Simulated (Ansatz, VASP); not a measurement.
**One calculation of Ge, two programs**

Contents of POSCAR:

```
Ge
1.0
    1.3782662934     -2.5653695835      0.0000000000
    1.3782662934      2.5653695835      0.0000000000
    0.0000000000      0.0000000000      2.6617639486
Ge
1
Direct
    0.5000000000      0.5000000000      0.0000000000
```

INCAR.step1

```
PREC = Accurate
ENCUT = 520
EDIFF = 1E-5
ISMEAR = -1
SIGMA = 0.05
LREAL = F
LASPH = T
NELM = 80
ALGO = Normal
ISIF = 2
LWAVE = T
LCHARG = F
GGA = PE
NBANDS = 13
```

INCAR.step2

```
PREC = Accurate
ENCUT = 520
EDIFF = 1E-6
ISMEAR = -1
SIGMA = 0.05
LREAL = F
LASPH = T
NELM = 80
ALGO = Normal
ISIF = 2
LWAVE = F
LCHARG = F
GGA = PE
LHFCALC = T
HFSCREEN = 0.2079
PRECFOCK = Normal
ISTART = 1
NBANDS = 13
```

KPOINTS

```
Automatic mesh
0
Gamma
  6 6 6
```

File input:

```
crystal:
  lattice:
    - [1.3782662934, -2.5653695835, 0.0]
    - [1.3782662934, 2.5653695835, 0.0]
    - [0.0, 0.0, 2.6617639486]
  atoms:
    - { symbol: Ge, position: [0.5, 0.5, 0.0] }
hamiltonian:
  xc: hse06
  pseudopotentials: { kind: paw }
kpoints:
  mp_grid: { grid: [6, 6, 6] }
scf:
  occupations: { method: fermi_dirac, width: 0.05 }
output:
  forces: true
  stress: true
  eigenvalues: true
  write_density: true
  write_potential: true
  elf: true
  volumetric_format: npy
```

Alike in both runs: task single point; functional HSE06; k mesh 6 × 6 × 6; occupations fermi-dirac, width 0.05 eV; no spin polarisation.

|  | VASP | Ansatz |
| --- | --- | --- |
| version | VASP 6.6.1 | Ansatz 0.2.0 |
| potentials or method | VASP PAW PBE potentials, release 64 (Ge_d) | Ansatz PAW |
| plane-wave cutoff (eV) | 520 | 420 |
| valence electrons in the cell | 14 | 14 |

VASP gave:

| Property | Result |
| --- | --- |
| gap on the k mesh at the Fermi level (eV) | none |
| pressure (GPa) | 0.2 |
| traceless stress, the component that is largest in VASP (GPa) | 7.40 |

Which values does Ansatz return?

gap on the k mesh at the Fermi level (eV): none; pressure (GPa): 0.0; traceless stress, the component that is largest in VASP (GPa): 7.43.

A gap of «none» marks a metal or a gap that the smearing closes.

The k mesh is coarse, so the values compare programs but aren't converged.
